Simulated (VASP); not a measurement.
# Al in VASP: notebook

Al is run at these levels: PBEsol; tasks: single point, relaxation of the atoms.

All numbers are computed with VASP 6.6.1; they aren't measurements. Logs are shortened: lines on timing, memory, paths and dates and some standing lists are left out, and cuts for length are marked.

**1. The cell of the first run**

The cell holds a slab with vacuum, 4 atoms: a = 2.839 Å, b = 4.015 Å, c = 19.716 Å, α = 90.00°, β = 90.00°, γ = 90.00°.

**2. Single point, PBEsol**

Input file INCAR:

```
SYSTEM = Al
PREC = Accurate ; ENCUT = 520
EDIFF = 1E-7 ; ISMEAR = 0
SIGMA = 0.1 ; LREAL = .FALSE.
LASPH = .TRUE. ; NELM = 100
ALGO = Normal ; ISIF = 2
LWAVE = .FALSE. ; LCHARG = .FALSE.
LDIPOL = .TRUE. ; IDIPOL = 3
DIPOL = 0.5 0.5 0.311 ; GGA = PS
NBANDS = 14
```

Input file KPOINTS:

```
regular mesh
0
G
  9 7 1
  0 0 0
```

Input file POSCAR:

```
Al
1.0
    2.8390753325      0.0000000000      0.0000000000
    0.0000000000      4.0150588398      0.0000000000
    0.0000000000      0.0000000000     19.7163007654
Al
4
Direct
    0.5000000000      0.5000000000      0.2028778140
    0.0000000000      0.0000000000      0.2748759887
    0.5000000000      0.5000000000      0.3489712107
    0.0000000000      0.0000000000      0.4167262847
```

Potentials or basis: VASP PAW PBE potentials, release 64 (Al).

Started as:

```console
cat potpaw_PBE.64/Al/POTCAR > POTCAR
mpirun -np 1 vasp_std > vasp.out
```

OUTCAR:

```text
SYSTEM = Al
   PREC = Accurate
   ENCUT = 520
   EDIFF = 1E-7
   ISMEAR = 0
   LREAL = .FALSE.
   LASPH = .TRUE.
   NELM = 100
   ISIF = 2
   GGA = PS

 ion  position               nearest neighbor table
   1  0.500  0.500  0.203-   2 2.84   2 2.84   2 2.84   2 2.84   3 2.88
   2  0.000  0.000  0.275-   4 2.80   1 2.84   1 2.84   1 2.84   1 2.84   3 2.86   3 2.86   3 2.86
                             3 2.86
   3  0.500  0.500  0.349-   4 2.80   4 2.80   4 2.80   4 2.80   2 2.86   2 2.86   2 2.86   2 2.86
                             1 2.88
   4  0.000  0.000  0.417-   2 2.80   3 2.80   3 2.80   3 2.80   3 2.80

  LATTYP: Found a simple orthorhombic cell.
 ALAT       =     2.8390753325
 B/A-ratio  =     1.4142135624
 C/A-ratio  =     6.9446205036

  Lattice vectors:

 A1 = (   2.8390753325,   0.0000000000,   0.0000000000)
 A2 = (   0.0000000000,   4.0150588398,   0.0000000000)
 A3 = (   0.0000000000,   0.0000000000,  19.7163007654)

Analysis of symmetry for initial positions (statically):
=====================================================================
 Subroutine PRICEL returns:
 Original cell was already a primitive cell.

 Routine SETGRP: Setting up the symmetry group for a
 simple orthorhombic supercell.

 Subroutine GETGRP returns: Found  4 space group operations
 (whereof  4 operations were pure point group operations)
 out of a pool of  8 trial point group operations.

The static configuration has the point symmetry C_2v.

Analysis of symmetry for dynamics (positions and initial velocities):
=====================================================================
 Subroutine PRICEL returns:
 Original cell was already a primitive cell.

 Routine SETGRP: Setting up the symmetry group for a
 simple orthorhombic supercell.

 Subroutine GETGRP returns: Found  4 space group operations
 (whereof  4 operations were pure point group operations)
 out of a pool of  8 trial point group operations.

The dynamic configuration has the point symmetry C_2v.

 Subroutine INISYM returns: Found  4 space group operations
 (whereof  4 operations are pure point group operations),
 and found     1 'primitive' translations

----------------------------------------------------------------------------------------

                                     Primitive cell

  volume of cell :     224.7472

  direct lattice vectors                    reciprocal lattice vectors
     2.839075333  0.000000000  0.000000000     0.352227357  0.000000000  0.000000000
[... 107 lines left out ...]
  Fermi-wavevector in a.u.,A,eV,Ry     =   0.616458  1.164938  5.170500  0.380021
  Thomas-Fermi vector in A             =   1.674194
   LORBIT       =      0    0 simple, 1 ext, 2 COOP (PROOUT), +10 PAW based schemes
   GGA     = PS    functional components
   LHFCALC =     F    Hartree Fock is set to
   AEXX    =    0.0000 exact exchange contribution
   IVDW    =     0    specifies the selected vdW correction
   LEPSILON=     F    determine dielectric tensor
   LRPA    =     F    only Hartree local field effects (RPA)
 non-spin polarized calculation
 Gauss-broadening in eV      SIGMA  =   0.10
  energy-cutoff  :      520.00
  volume of cell :      224.75
 maximum number of plane-waves:      6077
 NGX is ok and might be reduce to    24
   NGX = 11   NGY = 15   NGZ = 73

 dipolmoment           0.000000      0.000000      0.000001 electrons x Angstroem

 number of electron      12.0000000 magnetization

 dipolmoment           0.000000      0.000000     -0.000297 electrons x Angstroem

 Free energy of the ion-electron system (eV)
  ---------------------------------------------------
  ext. energy  EPLUGINS =         0.00000000
  ---------------------------------------------------
  free energy    TOTEN  =       -14.85792870 eV

  energy without entropy =      -14.85310803  energy(sigma->0) =      -14.85551837

 E-fermi :  -0.5125     XC(G=0):  -4.0239

 val. band max:       -0.5310771737   @ k =   0.3333   0.0000   0.0000
 cond. band min:      -0.4383582988   @ k =   0.3333   0.1429   0.0000
 fundamental gap:      0.0927188749
 Fermi energy:        -0.5124585976

 k-point     1 :       0.0000    0.0000    0.0000
  band No.  band energies     occupation
      1     -10.8511      2.00000
      2      -8.3962      2.00000
      3      -5.0646      2.00000
      4      -2.6245      2.00000
      5      -1.9750      2.00000
      6      -1.0732      2.00000
      7      -0.3013      0.00283
      8       0.8178      0.00000
      9       1.7897      0.00000
     10       3.2051      0.00000
     11       3.2831      0.00000
     12       3.5876      0.00000
     13       5.0668      0.00000
     14       5.1107      0.00000
[... 309 lines left out ...]
      1      -5.6815      2.00000
      2      -4.4944      2.00000
      3      -3.7722      2.00000
      4      -3.1504      2.00000
      5      -2.5581      2.00000
      6      -2.2348      2.00000
      7      -1.0109      2.00000
      8      -0.0841      0.00000
      9       0.1450      0.00000
     10       1.0739      0.00000
     11       1.9750      0.00000
     12       2.8548      0.00000
     13       4.0482      0.00000
     14       4.8481      0.00000

------------------------ aborting loop because EDIFF is reached ----------------------------------------

 vacuum level on the upper side and lower side of the slab       (xc-potential included)        -0.043        -0.059

  FORCE on cell =-STRESS in cart. coord.  units (eV):
  Direction    XX          YY          ZZ          XY          YZ          ZX
  --------------------------------------------------------------------------------------
  -------------------------------------------------------------------------------------
  Total       -4.1278784      0.0063045     -0.4314937      0.0000000      0.0000000      0.0000000
  in kB      -29.4268118      0.0449436     -3.0760315      0.0000000      0.0000000      0.0000000
  external PRESSURE =     -10.8192999 kB  Pullay stress =       0.0000000 kB

 VOLUME and BASIS-vectors are now :
 -----------------------------------------------------------------------------
  energy-cutoff  :      520.00
  volume of cell :      224.75
      direct lattice vectors                 reciprocal lattice vectors
     2.839075333  0.000000000  0.000000000     0.352227357  0.000000000  0.000000000
     0.000000000  4.015058840  0.000000000     0.000000000  0.249062352  0.000000000
     0.000000000  0.000000000 19.716300765     0.000000000  0.000000000  0.050719454

 POSITION                                       TOTAL-FORCE (eV/Angst)
 -----------------------------------------------------------------------------------
      1.41954      2.00753      4.00000         0.000000      0.000000      0.219322
      0.00000      0.00000      5.41954         0.000000      0.000000     -0.150343
      1.41954      2.00753      6.88042         0.000000      0.000000     -0.056734
      0.00000      0.00000      8.21630         0.000000      0.000000     -0.012245
 -----------------------------------------------------------------------------------
    total drift:                                0.000000     -0.000000      0.000032

  FREE ENERGIE OF THE ION-ELECTRON SYSTEM (eV)
  ---------------------------------------------------
  free  energy   TOTEN  =       -14.8579287039 eV

  energy  without entropy=      -14.8531080278  energy(sigma->0) =      -14.85551837

 vacuum level on the upper side and lower side of the slab         3.602         3.597
```

OSZICAR:

```text
N       E                     dE             d eps       ncg     rms          rms(c)
DAV:   1     0.270772132962E+02    0.27077E+02   -0.36159E+03   560   0.586E+02
DAV:   2    -0.138654256829E+02   -0.40943E+02   -0.38353E+02   774   0.946E+01
DAV:   3    -0.156336251095E+02   -0.17682E+01   -0.17407E+01   734   0.194E+01
[... 16 lines left out ...]
DAV:  20    -0.148579249151E+02   -0.13279E-04   -0.78329E-07   624   0.207E-03    0.871E-04
DAV:  21    -0.148579277329E+02   -0.28178E-05   -0.11023E-07   600   0.842E-04    0.308E-04
DAV:  22    -0.148579285376E+02   -0.80474E-06   -0.35442E-08   612   0.454E-04    0.135E-04
DAV:  23    -0.148579286971E+02   -0.15945E-06   -0.53444E-09   552   0.202E-04    0.618E-05
DAV:  24    -0.148579287039E+02   -0.68392E-08   -0.23173E-10   570   0.738E-05
   1 F= -.14857929E+02 E0= -.14855518E+02  d E =-.482068E-02
```

stdout:

```text
POSCAR found type information on POSCAR Al
 POSCAR found :  1 types and       4 ions
 scaLAPACK will be used
 -----------------------------------------------------------------------------
|                                                                             |
|                                                                             |
|     You enforced a specific xc type in the INCAR file but a different       |
|     I HOPE YOU KNOW WHAT YOU ARE DOING!                                     |
|                                                                             |
 -----------------------------------------------------------------------------

 LDA part: xc-table for (Slater+PW92), standard interpolation
 POSCAR, INCAR and KPOINTS ok, starting setup
 FFT: planning ... GRIDC
 FFT: planning ... GRID_SOFT
 FFT: planning ... GRID
 WAVECAR not read
 entering main loop
```

It took 2.2 min on 1 thread of Intel Xeon 8259CL, shared host; peak memory 0.33 GiB.

What came out:

```yaml
Free_energy: -14.8579 eV
Largest_force: 0.219 eV/Å
Band_gap_on_the_k_mesh: zero (bands 6 and 7 overlap by 1.29 eV)
```

Forces in eV/Å, atoms in the order of the input:
```
Al   0.000  0.000  0.219
Al   0.000  0.000 -0.150
Al   0.000  0.000 -0.057
Al   0.000  0.000 -0.012
```

Caveat: the PAW data sets were made with another functional, which shifts forces and pressure a little.

**3. Single point, PBEsol**

This run uses another cell than the first one.

Input file INCAR:

```
SYSTEM = Al
  PREC = Accurate
  ENCUT = 520
  EDIFF = 1E-7
  ISMEAR = 0
  SIGMA = 0.1
  LREAL = .False.
  LASPH = .True.
  NELM = 100
  ALGO = Normal
  ISIF = 2
  LWAVE = .False.
  LCHARG = .True.
  LDIPOL = .True.
  IDIPOL = 3
  DIPOL = 0.5 0.5 0.500
  GGA = PS
  LELF = .True.
  LVHAR = .True.
  LVACPOTAV = .True.
  NBANDS = 14
```

Input file KPOINTS:

```
Automatic mesh
0
Gamma
  10 7 1
  0 0 0
```

Input file POSCAR:

```
Al
1.0
    2.8390753325      0.0000000000      0.0000000000
    0.0000000000      4.0150588398      0.0000000000
    0.0000000000      0.0000000000     18.2586129988
Al
4
Direct
    0.5000000000      0.5000000000      0.3833807092
    0.0000000000      0.0000000000      0.4611269031
    0.5000000000      0.5000000000      0.5411375633
    0.0000000000      0.0000000000      0.6143019060
```

Potentials or basis: VASP PAW PBE potentials, release 64 (Al).

Started as:

```console
cat potpaw_PBE.64/Al/POTCAR > POTCAR
mpirun -np 1 vasp_std > vasp.out
```

Wall time 2.5 min (1 thread of Intel Xeon 8259CL, shared host); peak memory 0.31 GiB.

It converged, with:

```yaml
Free_energy: -14.8553 eV
Largest_force: 0.233 eV/Å
Band_gap_on_the_k_mesh: zero (bands 6 and 7 overlap by 1.02 eV)
```

Forces on the atoms (eV/Å):
```
Al   0.000  0.000  0.228
Al   0.000  0.000 -0.233
Al   0.000  0.000 -0.002
Al   0.000  0.000  0.007
```

Levels at points of the mesh, in eV from the Fermi level:
| k point | band 3 | band 4 | band 5 | band 6 | band 7 | band 8 | band 9 | band 10 |
| --- | --- | --- | --- | --- | --- | --- | --- | --- |
| (0.00, 0.00, 0.00) | -4.56 | -2.14 | -1.47 | -0.58 | 0.21 | 1.32 | 2.30 | 3.71 |
| (0.50, 0.00, 0.00) | -3.44 | -3.42 | -0.14 | -0.12 | 2.03 | 2.08 | 2.99 | 3.01 |

Caveat: the PAW data sets were made with another functional, which shifts forces and pressure a little.

**4. Relaxation of the atoms, PBEsol**

This run uses another cell than the first one.

Input file INCAR:

```
SYSTEM = Al
ALGO = Normal
DIPOL = 0.5 0.5 0.500
EDIFF = 1E-7
EDIFFG = -0.03
ENCUT = 520
GGA = PS
IBRION = 2
IDIPOL = 3
ISIF = 2
ISMEAR = 0
LASPH = .TRUE.
LCHARG = .FALSE.
LDIPOL = .TRUE.
LREAL = .FALSE.
LWAVE = .FALSE.
NELM = 100
NSW = 70
PREC = Accurate
SIGMA = 0.1
```

Input file KPOINTS:

```
k-points
0
G
  10 7 1
  0 0 0
```

Input file POSCAR:

```
Al
1.0
    2.8390753325      0.0000000000      0.0000000000
    0.0000000000      4.0150588398      0.0000000000
    0.0000000000      0.0000000000     18.2586129988
Al
4
Selective dynamics
Direct
    0.5000000000      0.5000000000      0.3833807092  F F F
    0.0000000000      0.0000000000      0.4611269031  F F F
    0.5000000000      0.5000000000      0.5388730969  T T T
    0.0000000000      0.0000000000      0.6166192908  T T T
```

Started as:

```console
cat potpaw_PBE.64/Al/POTCAR > POTCAR
mpirun -np 1 vasp_std > vasp.out
```

Wall time 4.7 min (1 thread of Intel Xeon 8259CL, shared host); peak memory 0.32 GiB.

The run converged. Its results:

```
Free energy               : -14.8552 eV
Energy gained by relaxing : 2.1 meV/atom
Ionic steps               : 3
Band gap on the k mesh    : zero (bands 6 and 7 overlap by 1.03 eV)
```

The path:
| step | energy change (eV) | largest force on free atoms (eV/Å) | pressure (GPa) |
| --- | --- | --- | --- |
| 1 | 0.0000 | 0.2288 | -1.32 |
| 2 | -0.0037 | 0.1686 | -1.31 |
| 3 | -0.0084 | 0.0110 | -1.26 |

Final structure:
```cif
data_structure
_symmetry_space_group_name_H-M 'P 1'
_symmetry_Int_Tables_number 1
_cell_length_a 2.8391
_cell_length_b 4.0151
_cell_length_c 18.2586
_cell_angle_alpha 90.000
_cell_angle_beta 90.000
_cell_angle_gamma 90.000
_cell_volume 208.13
loop_
_atom_site_label
_atom_site_type_symbol
_atom_site_fract_x
_atom_site_fract_y
_atom_site_fract_z
_atom_site_occupancy
Al1 Al 0.50000 0.50000 0.38338 1
Al2 Al 0.00000 0.00000 0.46113 1
Al3 Al 0.50000 0.50000 0.54127 1
Al4 Al 0.00000 0.00000 0.61467 1
```

Levels at points of the mesh, in eV from the Fermi level:
```tsv
k point	band 2	band 3	band 4	band 5	band 6	band 7	band 8	band 9	band 10
(0.00, 0.00, 0.00)	-7.88	-4.56	-2.13	-1.48	-0.57	0.21	1.31	2.29	3.71
(0.50, 0.00, 0.00)	-5.85	-3.44	-3.42	-0.14	-0.13	2.04	2.09	2.98	3.01
```

Caveat: the PAW data sets were made with another functional, which shifts forces and pressure a little.

**5. The runs side by side**

```csv
task,cell,k mesh,atoms held fixed (from 0),gap on the mesh (eV),largest force (eV/Å)
single point,"a = 2.839, b = 4.015, c = 19.716 Å, 4 atoms, atomic positions A",9 × 7 × 1,-,none,0.22
single point,"a = 2.839, b = 4.015, c = 18.259 Å, 4 atoms, atomic positions A",10 × 7 × 1,-,none,0.23
relaxation of the atoms,"atoms relaxed from a = 2.839, b = 4.015, c = 18.259 Å, 4 atoms, atomic positions B",10 × 7 × 1,"[0, 1]",none,-
```

Alike in all rows: level PBEsol; potentials or basis VASP PAW PBE potentials, release 64 (Al); no spin polarisation; cutoff (eV) 520; smearing gaussian 0.1 eV.

Caveats: the PAW data sets were made with another functional, which shifts forces and pressure a little.

Total energies depend on the potentials used, so only differences within one code and one set of settings carry meaning.
